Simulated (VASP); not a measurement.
Set up this calculation in VASP 6.6.1, as the native input.

| Item | Value |
| --- | --- |
| Task | single point |
| Functional | PBE |
| Potentials or basis | VASP PAW PBE potentials, release 64 (Si, C) |
| Cutoff | 520 eV |
| k mesh | 8 × 8 × 5 |
| Occupations | methfessel-paxton, width 0.1 eV |
| Spin | no spin polarisation |
| Dipole correction | no |
| Further INCAR settings | ALGO = Normal; EDIFF = 1e-07; NBANDS = 13 |

The structure of Si2C lies in POSCAR:

```
Si2C
1.0
    3.3797266700      0.0000000000      0.0000000000
   -1.6898633400      2.9269291600      0.0000000000
    0.0000000000      0.0000000000      4.6533202500
Si C
2 1
Direct
    0.3196890000      0.6565670000      0.7491440000
    0.3383810000      0.6796170000      0.2388180000
   -0.0098540000     -0.0099810000     -0.0082740000
```

The input as run:

INCAR

```
SYSTEM = Si2C
ALGO = Normal
EDIFF = 1E-7
ENCUT = 520
GGA = PE
ISIF = 2
ISMEAR = 1
LASPH = .TRUE.
LCHARG = .TRUE.
LELF = .TRUE.
LREAL = .FALSE.
LVHAR = .TRUE.
LWAVE = .FALSE.
NBANDS = 13
NELM = 60
PREC = Accurate
SIGMA = 0.1
```

KPOINTS

```
k-points
0
G
  8 8 5
  0 0 0
```

Potentials or basis: VASP PAW PBE potentials, release 64 (Si, C).

The run is started by

```console
$ cat potpaw_PBE.64/Si/POTCAR potpaw_PBE.64/C/POTCAR > POTCAR
$ mpirun -np 1 vasp_std > vasp.out
```

Results of the run:

The pressure is -12.0 GPa, the largest force is 1.217 eV/Å and the band gap on the k mesh is zero (bands 6 and 7 overlap by 2.95 eV).

Caveat: the stress differs along the axes, from -24 to 12 GPa; forces of over 1 eV/Å act on the atoms, so gaps and moduli don't describe the material at rest.

It took 42 s on 1 thread of Intel(R) Xeon(R) 6975P-C (Granite Rapids), with other jobs on the host, peak memory 0.22 GiB.
